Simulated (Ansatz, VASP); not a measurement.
# One calculation of Mg3CdTe4, two programs

Contents of INCAR:

```
PREC = Accurate
ENCUT = 520
EDIFF = 1E-7
ISMEAR = 0
SIGMA = 0.1
LREAL = F
LASPH = T
NELM = 60
ALGO = Normal
ISIF = 2
LWAVE = F
LCHARG = F
GGA = PE
NBANDS = 31
```

KPOINTS

```
Automatic mesh
0
Gamma
  6 6 2
```

POSCAR

```
Mg3CdTe4
1.0
    4.2178922800      0.0000000000      0.0000000000
   -2.1089461400      3.6528018600      0.0000000000
    0.0000000000      0.0000000000     13.8417407900
Mg Cd Te
3 1 4
Direct
    0.3333333300      0.6666666700      0.0001822800
    0.6666666700      0.3333333300      0.2501822800
    0.6666666700      0.3333333300      0.7501822800
    0.3333333300      0.6666666700      0.5001822800
    0.3333333300      0.6666666700      0.1873177100
    0.3333333300      0.6666666700      0.6873177100
    0.6666666700      0.3333333300      0.4373177100
    0.6666666700      0.3333333300      0.9373177100
```

Input for Ansatz:

```yaml
crystal:
  lattice:
    - [4.21789228, 0.0, 0.0]
    - [-2.10894614, 3.65280186, 0.0]
    - [0.0, 0.0, 13.84174079]
  atoms:
    - { symbol: Mg, position: [0.33333333, 0.66666667, 0.00018228] }
    - { symbol: Mg, position: [0.66666667, 0.33333333, 0.25018228] }
    - { symbol: Mg, position: [0.66666667, 0.33333333, 0.75018228] }
    - { symbol: Cd, position: [0.33333333, 0.66666667, 0.50018228] }
    - { symbol: Te, position: [0.33333333, 0.66666667, 0.18731771] }
    - { symbol: Te, position: [0.33333333, 0.66666667, 0.68731771] }
    - { symbol: Te, position: [0.66666667, 0.33333333, 0.43731771] }
    - { symbol: Te, position: [0.66666667, 0.33333333, 0.93731771] }
basis:
  ecutwfc: 420
kpoints:
  mp_grid: { grid: [6, 6, 2] }
hamiltonian:
  xc: pbe
scf:
  occupations: { method: gaussian, width: 0.1 }
  lower_state_search: "off"
output:
  forces: true
  stress: true
  eigenvalues: true
```

Alike in both runs: task single point; functional PBE; k mesh 6 × 6 × 2; occupations gaussian, width 0.1 eV; no spin polarisation.

```csv
,VASP,Ansatz
version,VASP 6.6.1,Ansatz 0.2.0
potentials or method,"VASP PAW PBE potentials, release 64 (Mg, Cd, Te), cutoff 520 eV","scalar-relativistic, plane waves, PAW"
valence electrons in the cell,42,114
```

Ansatz gave:

```
gap on the k mesh at the Fermi level (eV) : 2.36
least direct gap on the mesh (eV)         : 2.46
pressure (GPa)                            : 16.8
rms of the force components (eV/Å)        : 0.217
```

Task: Estimate VASP's values.

Result: gap on the k mesh at the Fermi level (eV): 2.34; least direct gap on the mesh (eV): 2.46; pressure (GPa): 16.9; rms of the force components (eV/Å): 0.225.

Atom by atom the forces differ by 0.008 eV/Å (rms over components). With one functional, cell and mesh, what is left measures potentials, basis and numerics. VASP's potentials hold 42 valence electrons a cell and Ansatz's 114, so a difference there can come from the potentials and not from the codes.

Neither program's run includes spin-orbit coupling.
